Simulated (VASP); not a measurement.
# Si3B2 (P6/mmm) in VASP: notebook

The runs below take Si3B2 through single point, with PBE.

Program: VASP 6.6.1. These are calculated values, not measurements. Logs are shortened: lines on timing, memory, paths and dates and some standing lists are left out, and cuts for length are marked.

## 1. The cell of the first run

It takes space group P6/mmm (No. 191, hexagonal). The conventional cell has a = 4.918 Å, b = 4.918 Å, c = 4.851 Å, α = 90.00°, β = 90.00°, γ = 120.00°. Within 1.8 Å of Si (site symmetry mm2) lie 3 B at 1.37 to 1.52 Å and 2 Si at 1.52 Å. Within 1.8 Å of B (site symmetry mmm) lie 4 Si at 1.37 Å. Within 2.0 Å of B (site symmetry 6/mmm) lie 6 Si at 1.52 Å.

## 2. Single point, PBE

INCAR

```
ALGO = Normal
EDIFF = 1E-7
ENCUT = 520
GGA = PE
ISIF = 2
ISMEAR = 0
LASPH = T
LCHARG = F
LREAL = F
LWAVE = F
NBANDS = 29
NELM = 100
PREC = Accurate
SIGMA = 0.1
```

KPOINTS

```
k-points
0
Gamma
  6 6 4
```

POSCAR

```
Si3B2
1.0
    4.9176221900      0.0000000000      0.0000000000
   -2.4588110900      4.2587857400      0.0000000000
    0.0000000000      0.0000000000      4.8506258300
Si B
6 4
Direct
    0.8216695400      0.1783304600      0.5000000000
    0.8216695400      0.6433390800      0.5000000000
    0.3566609200      0.1783304600      0.5000000000
    0.1783304600      0.8216695400      0.5000000000
    0.1783304600      0.3566609200      0.5000000000
    0.6433390800      0.8216695400      0.5000000000
    0.5000000000      0.0000000000      0.5000000000
    0.0000000000      0.5000000000      0.5000000000
    0.5000000000      0.5000000000      0.5000000000
    0.0000000000      0.0000000000      0.5000000000
```

Potentials or basis: VASP PAW PBE potentials, release 64 (Si, B).

Launch:

```
$ cat potpaw_PBE.64/Si/POTCAR potpaw_PBE.64/B/POTCAR > POTCAR
$ mpirun -np 1 vasp_std > vasp.out
```

OUTCAR:

```text
EDIFF = 1E-7
   ENCUT = 520
   GGA = PE
   ISIF = 2
   ISMEAR = 0
   LASPH = T
   LREAL = F
   NELM = 100
   PREC = Accurate

 ion  position               nearest neighbor table
   1  0.822  0.178  0.500-   8 1.37   7 1.37  10 1.52   6 1.52   5 1.52   2 2.29   3 2.29   2 2.63
                             3 2.63   4 2.75   4 2.75   4 3.04
   2  0.822  0.643  0.500-   8 1.37   9 1.37   6 1.52  10 1.52   4 1.52   1 2.29   3 2.29   1 2.63
                             3 2.63   5 2.75   5 2.75   5 3.04
   3  0.357  0.178  0.500-   7 1.37   9 1.37   5 1.52   4 1.52  10 1.52   1 2.29   2 2.29   1 2.63
                             2 2.63   6 2.75   6 2.75   6 3.04
   4  0.178  0.822  0.500-   8 1.37   7 1.37  10 1.52   3 1.52   2 1.52   5 2.29   6 2.29   5 2.63
                             6 2.63   1 2.75   1 2.75   1 3.04
   5  0.178  0.357  0.500-   8 1.37   9 1.37   3 1.52  10 1.52   1 1.52   4 2.29   6 2.29   4 2.63
                             6 2.63   2 2.75   2 2.75   2 3.04
   6  0.643  0.822  0.500-   7 1.37   9 1.37   2 1.52   1 1.52  10 1.52   4 2.29   5 2.29   4 2.63
                             5 2.63   3 2.75   3 2.75   3 3.04
   7  0.500  0.000  0.500-   3 1.37   6 1.37   4 1.37   1 1.37
   8  0.000  0.500  0.500-   2 1.37   5 1.37   4 1.37   1 1.37
   9  0.500  0.500  0.500-   3 1.37   6 1.37   5 1.37   2 1.37
  10  0.000  0.000  0.500-   1 1.52   4 1.52   2 1.52   5 1.52   3 1.52   6 1.52

 -----------------------------------------------------------------------------
|                                                                             |
|           W    W    AA    RRRRR   N    N  II  N    N   GGGG   !!!           |
|           W    W   A  A   R    R  NN   N  II  NN   N  G    G  !!!           |
|           W    W  A    A  R    R  N N  N  II  N N  N  G       !!!           |
|           W WW W  AAAAAA  RRRRR   N  N N  II  N  N N  G  GGG   !            |
|           WW  WW  A    A  R   R   N   NN  II  N   NN  G    G                |
|           W    W  A    A  R    R  N    N  II  N    N   GGGG   !!!           |
|                                                                             |
|     The distance between some ions is very small. Please check the          |
|     nearest-neighbor list in the OUTCAR file.                               |
|     I HOPE YOU KNOW WHAT YOU ARE DOING!                                     |
|                                                                             |
 -----------------------------------------------------------------------------

  LATTYP: Found a hexagonal cell.
 ALAT       =     4.9176221900
 C/A-ratio  =     0.9863762694

  Lattice vectors:

 A1 = (   4.9176221900,   0.0000000000,   0.0000000000)
 A2 = (  -2.4588110900,   4.2587857400,   0.0000000000)
 A3 = (   0.0000000000,   0.0000000000,   4.8506258300)

Analysis of symmetry for initial positions (statically):
=====================================================================
[... 156 lines left out ...]
     AMIX_MAG =   1.60;   BMIX_MAG =  1.00
  volume/ion in A,a.u.               =      10.16        68.55
  Fermi-wavevector in a.u.,A,eV,Ry     =   1.158500  2.189248 18.260686  1.342123
  Thomas-Fermi vector in A             =   2.295102
   LORBIT       =      0    0 simple, 1 ext, 2 COOP (PROOUT), +10 PAW based schemes
   GGA     = PE    functional components
   LHFCALC =     F    Hartree Fock is set to
   AEXX    =    0.0000 exact exchange contribution
   IVDW    =     0    specifies the selected vdW correction
   LEPSILON=     F    determine dielectric tensor
   LRPA    =     F    only Hartree local field effects (RPA)
 non-spin polarized calculation
 Gauss-broadening in eV      SIGMA  =   0.10
  energy-cutoff  :      520.00
  volume of cell :      101.59
 maximum number of plane-waves:      2766
 NGX is ok and might be reduce to    40
   NGX = 19   NGY = 19   NGZ = 19

 number of electron      36.0000000 magnetization

 Free energy of the ion-electron system (eV)
  ---------------------------------------------------
  ext. energy  EPLUGINS =         0.00000000
  ---------------------------------------------------
  free energy    TOTEN  =        79.43898774 eV

  energy without entropy =       79.44387000  energy(sigma->0) =       79.44142887

 E-fermi :   9.7725     XC(G=0):  -9.7881

 val. band max:        9.7020694750   @ k =   0.1667   0.1667   0.2500
 cond. band min:       9.8518606816   @ k =   0.0000   0.0000   0.0000
 fundamental gap:      0.1497912066
 Fermi energy:         9.7724917602

 k-point     1 :       0.0000    0.0000    0.0000
  band No.  band energies     occupation
      1     -11.2481      2.00000
      2      -6.6121      2.00000
      3      -6.6121      2.00000
      4      -5.0411      2.00000
      5      -3.7023      2.00000
      6      -3.4768      2.00000
[... 661 lines left out ...]
     28      15.0051      0.00000
     29      15.5700      0.00000

------------------------ aborting loop because EDIFF is reached ----------------------------------------

  FORCE on cell =-STRESS in cart. coord.  units (eV):
  Direction    XX          YY          ZZ          XY          YZ          ZX
  --------------------------------------------------------------------------------------
  -------------------------------------------------------------------------------------
  Total      438.1384227    438.1384221     -0.8510595      0.0000005      0.0000000      0.0000000
  in kB     6910.0819309   6910.0819220    -13.4224500      0.0000081      0.0000000      0.0000000
  external PRESSURE =    4602.2471343 kB  Pullay stress =       0.0000000 kB

 VOLUME and BASIS-vectors are now :
 -----------------------------------------------------------------------------
  energy-cutoff  :      520.00
  volume of cell :      101.59
      direct lattice vectors                 reciprocal lattice vectors
     4.917622190  0.000000000  0.000000000     0.203350311  0.117404356  0.000000000
    -2.458811090  4.258785740  0.000000000     0.000000000  0.234808713  0.000000000
     0.000000000  0.000000000  4.850625830     0.000000000  0.000000000  0.206158965

 POSITION                                       TOTAL-FORCE (eV/Angst)
 -----------------------------------------------------------------------------------
      3.60218      0.75947      2.42531       -21.791952     12.581590      0.000000
      2.45881      2.73984      2.42531        -0.000000    -25.163179     -0.000000
      1.31544      0.75947      2.42531        21.791952     12.581590      0.000000
     -1.14337      3.49931      2.42531        21.791952    -12.581590     -0.000000
      0.00000      1.51894      2.42531         0.000000     25.163179      0.000000
      1.14337      3.49931      2.42531       -21.791952    -12.581590     -0.000000
      2.45881      0.00000      2.42531        -0.000000      0.000000      0.000000
     -1.22941      2.12939      2.42531        -0.000000      0.000000      0.000000
      1.22941      2.12939      2.42531        -0.000000      0.000000      0.000000
      0.00000      0.00000      2.42531        -0.000000      0.000000      0.000000
 -----------------------------------------------------------------------------------
    total drift:                                0.000000     -0.000000     -0.000000

  FREE ENERGIE OF THE ION-ELECTRON SYSTEM (eV)
  ---------------------------------------------------
  free  energy   TOTEN  =        79.4389877397 eV

  energy  without entropy=       79.4438699984  energy(sigma->0) =       79.44142887
```

OSZICAR:

```text
N       E                     dE             d eps       ncg     rms          rms(c)
DAV:   1     0.335371512274E+03    0.33537E+03   -0.18193E+04  1218   0.113E+03
DAV:   2     0.384371187931E+02   -0.29693E+03   -0.28598E+03  1599   0.281E+02
DAV:   3     0.231815619555E+02   -0.15256E+02   -0.14936E+02  1575   0.636E+01
DAV:   4     0.228808953643E+02   -0.30067E+00   -0.29935E+00  1757   0.982E+00
DAV:   5     0.228754321516E+02   -0.54632E-02   -0.54606E-02  1673   0.117E+00    0.460E+01
DAV:   6     0.704778427821E+02    0.47602E+02   -0.68580E+01  1373   0.371E+01    0.261E+01
DAV:   7     0.794252208197E+02    0.89474E+01   -0.42709E+01  1453   0.265E+01    0.663E+00
DAV:   8     0.793783621454E+02   -0.46859E-01   -0.32325E+00  1400   0.830E+00    0.262E+00
DAV:   9     0.794228699213E+02    0.44508E-01   -0.83052E-02  1533   0.145E+00    0.145E+00
DAV:  10     0.794399202370E+02    0.17050E-01   -0.50583E-02  1426   0.921E-01    0.464E-01
DAV:  11     0.794393725066E+02   -0.54773E-03   -0.40887E-03  1411   0.343E-01    0.212E-01
DAV:  12     0.794390375565E+02   -0.33495E-03   -0.54084E-04  1472   0.105E-01    0.514E-02
DAV:  13     0.794389886021E+02   -0.48954E-04   -0.98478E-05  1371   0.398E-02    0.344E-02
DAV:  14     0.794389879200E+02   -0.68206E-06   -0.76067E-06  1560   0.132E-02    0.977E-03
DAV:  15     0.794389875457E+02   -0.37431E-06   -0.66206E-06  1368   0.121E-02    0.282E-03
DAV:  16     0.794389878585E+02    0.31284E-06   -0.55247E-07  1528   0.365E-03    0.194E-03
DAV:  17     0.794389877259E+02   -0.13261E-06   -0.15134E-07  1076   0.196E-03    0.600E-04
DAV:  18     0.794389877397E+02    0.13744E-07   -0.23456E-08   804   0.782E-04
   1 F= 0.79438988E+02 E0= 0.79441429E+02  d E =-.488226E-02
```

stdout:

```text
POSCAR found type information on POSCAR SiB
 POSCAR found :  2 types and      10 ions
 scaLAPACK will be used
 LDA part: xc-table for (Slater+PW92), standard interpolation
 -----------------------------------------------------------------------------
|                                                                             |
|           W    W    AA    RRRRR   N    N  II  N    N   GGGG   !!!           |
|           W    W   A  A   R    R  NN   N  II  NN   N  G    G  !!!           |
|           W    W  A    A  R    R  N N  N  II  N N  N  G       !!!           |
|           W WW W  AAAAAA  RRRRR   N  N N  II  N  N N  G  GGG   !            |
|           WW  WW  A    A  R   R   N   NN  II  N   NN  G    G                |
|           W    W  A    A  R    R  N    N  II  N    N   GGGG   !!!           |
|                                                                             |
|     The distance between some ions is very small. Please check the          |
|     nearest-neighbor list in the OUTCAR file.                               |
|     I HOPE YOU KNOW WHAT YOU ARE DOING!                                     |
|                                                                             |
 -----------------------------------------------------------------------------

 POSCAR, INCAR and KPOINTS ok, starting setup
 FFT: planning ... GRIDC
 FFT: planning ... GRID_SOFT
 FFT: planning ... GRID
 WAVECAR not read
 entering main loop
```

Wall time 90 s (1 thread of Intel Xeon Platinum 8259CL at 2.50GHz (Skylake/Cascade Lake), shared host); peak memory 0.23 GiB.

Results:

* Free energy: 79.4390 eV
* Pressure: 460.2 GPa
* Largest force: 25.163 eV/Å
* Band gap on the k mesh: zero (band 18 reaches 10.95 eV, above the bottom of band 19 at 8.05 eV)

Forces on the atoms (eV/Å):
```
Si  -21.792  12.582   0.000
Si    0.000 -25.163   0.000
Si   21.792  12.582   0.000
Si   21.792 -12.582   0.000
Si    0.000  25.163   0.000
Si  -21.792 -12.582   0.000
B     0.000   0.000   0.000
B     0.000   0.000   0.000
B     0.000   0.000   0.000
B     0.000   0.000   0.000
```

Caveat: forces of over 1 eV/Å act on the atoms, so gaps and moduli don't describe the material at rest.

## 3. Single point, PBE

This run uses another cell than the first one, of 12.43 Å³/atom, 1.223 times its volume.

INCAR

```
SYSTEM = Si3B2
ALGO = Normal ; EDIFF = 1E-6
ENCUT = 520 ; GGA = PE
ISIF = 2 ; ISMEAR = 0
LASPH = .TRUE. ; LCHARG = .TRUE.
LELF = .TRUE. ; LREAL = .FALSE.
LVHAR = .TRUE. ; LWAVE = .FALSE.
NBANDS = 29 ; NELM = 100
PREC = Accurate ; SIGMA = 0.1
```

KPOINTS

```
k-points
0
G
  6 6 16
  0 0 0
```

POSCAR

```
Si3B2
1.0
    7.6080654099      0.0000000000      0.0000000000
   -3.8040327049      6.5887779186      0.0000000000
    0.0000000000      0.0000000000      2.4789764650
Si B
6 4
Direct
    0.8093019826      0.1906980174      0.5000000000
    0.8093019826      0.6186039653      0.5000000000
    0.3813960347      0.1906980174      0.5000000000
    0.1906980174      0.8093019826      0.5000000000
    0.1906980174      0.3813960347      0.5000000000
    0.6186039653      0.8093019826      0.5000000000
    0.5000000000      0.0000000000      0.5000000000
    0.0000000000      0.5000000000      0.5000000000
    0.5000000000      0.5000000000      0.5000000000
    0.0000000000      0.0000000000      0.5000000000
```

Potentials or basis: VASP PAW PBE potentials, release 64 (Si, B).

Launch:

```
$ cat potpaw_PBE.64/Si/POTCAR potpaw_PBE.64/B/POTCAR > POTCAR
$ mpirun -np 1 vasp_std > vasp.out
```

It took 5.5 min on 1 thread of AMD EPYC 7R43 (Zen 3), shared host; peak memory 0.29 GiB.

Results (log left out):

* Free energy: -51.4272 eV
* Pressure: -0.1 GPa
* Band gap on the k mesh: zero (band 18 reaches 9.91 eV, above the bottom of band 19 at 6.44 eV)

Levels at points of the mesh, in eV from the Fermi level:
| k point | band 14 | band 15 | band 16 | band 17 | band 18 | band 19 | band 20 | band 21 | band 22 | band 23 |
| --- | --- | --- | --- | --- | --- | --- | --- | --- | --- | --- |
| (0.00, 0.00, 0.00) | -3.18 | -2.30 | -0.95 | -0.95 | -0.07 | 0.07 | 4.04 | 4.04 | 5.31 | 5.98 |
| (0.50, 0.00, 0.00) | -2.86 | -0.87 | 0.21 | 0.91 | 1.77 | 1.93 | 2.17 | 2.18 | 2.65 | 4.90 |
| (0.00, 0.00, 0.50) | -2.86 | -2.79 | -1.60 | -1.60 | -0.61 | -0.61 | 0.08 | 0.08 | 0.81 | 0.81 |
| (0.50, 0.00, 0.50) | -2.77 | -2.73 | -2.13 | -1.87 | -1.75 | -1.62 | -1.35 | 0.12 | 0.25 | 1.66 |
